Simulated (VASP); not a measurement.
A run of VASP 6.6.1 is set up as follows.

Contents of INCAR:

```
SYSTEM = BiTe
PREC = Accurate
ENCUT = 520
EDIFF = 1E-7
ISMEAR = -1
SIGMA = 0.1
LREAL = .FALSE.
LASPH = .TRUE.
NELM = 60
ALGO = Normal
ISIF = 2
LWAVE = .FALSE.
LCHARG = .FALSE.
GGA = PS
NBANDS = 18
```

KPOINTS

```
regular mesh
0
G
  6 6 6
  0 0 0
```

Contents of POSCAR:

```
BiTe
1.0
    0.0000000000      3.2350000000      3.2350000000
    3.2350000000      0.0000000000      3.2350000000
    3.2350000000      3.2350000000      0.0000000000
Bi Te
1 1
Direct
    0.0000000000      0.0000000000      0.0000000000
    0.5000000000      0.5000000000      0.5000000000
```

Potentials or basis: VASP PAW PBE potentials, release 64 (Bi_d, Te).

Run with:

```bash
$ cat potpaw_PBE.64/Bi_d/POTCAR potpaw_PBE.64/Te/POTCAR > POTCAR
$ mpirun -np 1 vasp_std > vasp.out
```

(1) Estimate the pressure.

Answers

(1) -1.6 GPa.

Caveat: the PAW data sets were made with another functional, which shifts forces and pressure a little.
